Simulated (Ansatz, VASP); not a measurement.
# One calculation of Cl, two programs

```
Cl
1.0
     5.24943   -0.02242    0.11964
     0.80774    6.41613    0.25456
     2.73524    2.77579    7.58464
Cl
6
Direct
  0.16376 0.07145 0.94558
  0.25978 0.44834 0.51515
  0.23523 0.68598 0.27909
  0.47945 0.70059 0.65382
  0.84554 0.22167 0.07292
  0.63430 0.87641 0.75339
```

Alike in both runs: functional PBE; k mesh 6 × 6 × 4; occupations gaussian, width 0.02 eV; no spin polarisation.

Ansatz relaxed the structure, and its values are those at the end. VASP's run is a single point on that final structure, the one shown.

|  | VASP | Ansatz |
| --- | --- | --- |
| version | VASP 6.6.1 | Ansatz 0.2.0 |
| potentials or method | VASP PAW PBE potentials, release 64 (Cl), cutoff 520 eV | scalar-relativistic, plane waves, PAW |
| valence electrons in the cell | 42 | 42 |

```csv
,VASP,Ansatz,Ansatz less VASP
gap on the k mesh at the Fermi level (eV),2.52,2.48,-0.043
least direct gap on the mesh (eV),2.61,2.57,-0.043
pressure (GPa),-0.2,0.0,+0.24
rms of the force components (eV/Å),0.098,0.003,-0.0955
```
